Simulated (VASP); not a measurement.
A run of VASP 6.6.1:

INCAR

```
SYSTEM = Ir3F
  PREC = Accurate
  ENCUT = 520
  EDIFF = 1E-6
  ISMEAR = 0
  SIGMA = 0.1
  LREAL = .False.
  LASPH = .True.
  NELM = 120
  ALGO = Normal
  ISIF = 2
  LWAVE = .False.
  LCHARG = .False.
  LDIPOL = .True.
  IDIPOL = 3
  DIPOL = 0.5 0.5 0.362
  GGA = PE
  NBANDS = 37
  GGA_COMPAT = .False.
  NELMDL = -8
```

File KPOINTS:

```
Automatic mesh
0
Gamma
  12 12 1
  0 0 0
```

POSCAR

```
Ir3F
1.0
    2.7367600872      0.0000000000      0.0000000000
   -1.3683800436      2.3701037596      0.0000000000
    0.0000000000      0.0000000000     19.8425800730
Ir F
3 1
Direct
    0.6666666667      0.3333333333      0.2015866881
    0.3333333333      0.6666666667      0.3110139949
    0.0000000000      0.0000000000      0.4204382718
    0.0000000000      0.0000000000      0.5154963108
```

Potentials or basis: VASP PAW PBE potentials, release 64 (Ir_sv_GW, F).

Run with:

```console
$ cat potpaw_PBE.64/Ir_sv_GW/POTCAR potpaw_PBE.64/F/POTCAR > POTCAR
$ mpirun -np 1 vasp_std > vasp.out
```

Hardware: 1 thread of Intel(R) Xeon(R) Platinum 8488C (Sapphire Rapids), on a shared host.

Question: How long does it take, and how much memory?

Answer: Wall time 3.7 min on 1 thread of Intel(R) Xeon(R) Platinum 8488C (Sapphire Rapids), with other jobs on the host, peak memory 0.26 GiB. Counts: scf iterations 42, k points 19.
